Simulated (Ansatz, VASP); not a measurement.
# AlN: VASP beside Ansatz

Contents of INCAR:

```
SYSTEM = AlN
ALGO = Normal
EDIFF = 1E-6
EDIFFG = -0.01
ENCUT = 520
IBRION = 2
ISIF = 2
ISMEAR = 0
LASPH = .TRUE.
LCHARG = .FALSE.
LREAL = .FALSE.
LWAVE = .FALSE.
NELM = 80
NSW = 50
PREC = Accurate
SIGMA = 0.05
```

File KPOINTS:

```
k-points
0
G
  9 9 6
  0 0 0
```

POSCAR

```
AlN
1.0
    3.0577000000      0.0000000000      0.0000000000
   -1.5288500000      2.6480458772      0.0000000000
    0.0000000000      0.0000000000      5.1413000000
Al N
2 2
Direct
    0.3333333333      0.6666666667      0.0015210172
    0.6666666667      0.3333333333      0.5015210172
    0.3333333333      0.6666666667      0.3834789828
    0.6666666667      0.3333333333      0.8834789828
```

Input for Ansatz:

```yaml
crystal:
  lattice:
    - [3.0577, 0.0, 0.0]
    - [-1.52885, 2.6480458772, 0.0]
    - [0.0, 0.0, 5.1413]
  atoms:
    - { symbol: Al, position: [0.3333333333, 0.6666666667, 0.0015210172] }
    - { symbol: Al, position: [0.6666666667, 0.3333333333, 0.5015210172] }
    - { symbol: "N", position: [0.3333333333, 0.6666666667, 0.3834789828] }
    - { symbol: "N", position: [0.6666666667, 0.3333333333, 0.8834789828] }
basis:
  ecutwfc: 520.0
kpoints:
  mp_grid: { grid: [9, 9, 6] }
hamiltonian:
  xc: lda
  pseudopotentials: { kind: paw, azcp: { folder: soft_1 } }
scf:
  occupations: { method: gaussian, width: 0.05 }
output:
  forces: true
  stress: true
  eigenvalues: true
relax:
  adjacent_minimum: "off"
  f_tol: 0.01
  max_steps: 30
```

Alike in both runs: task relaxation of the atoms; functional LDA; k mesh 9 × 9 × 6; occupations gaussian, width 0.05 eV; no spin polarisation.

|  | VASP | Ansatz |
| --- | --- | --- |
| version | VASP 6.6.1 | Ansatz 0.2.0 |
| potentials or method | VASP PAW LDA potentials, release 64 (Al, N), cutoff 520 eV | scalar-relativistic, plane waves, PAW |
| valence electrons in the cell | 16 | 16 |

|  | VASP | Ansatz | Ansatz less VASP |
| --- | --- | --- | --- |
| gap on the k mesh at the Fermi level, each at its own relaxed structure (eV) | 4.24 | 4.23 | -0.005 |

Ansatz warns that its potentials were made for another functional, while VASP's fit it. LDA's correlation is that of Perdew and Zunger in VASP and of Perdew and Wang (1992) in Ansatz. Ansatz's warnings: stress scf threshold loose.
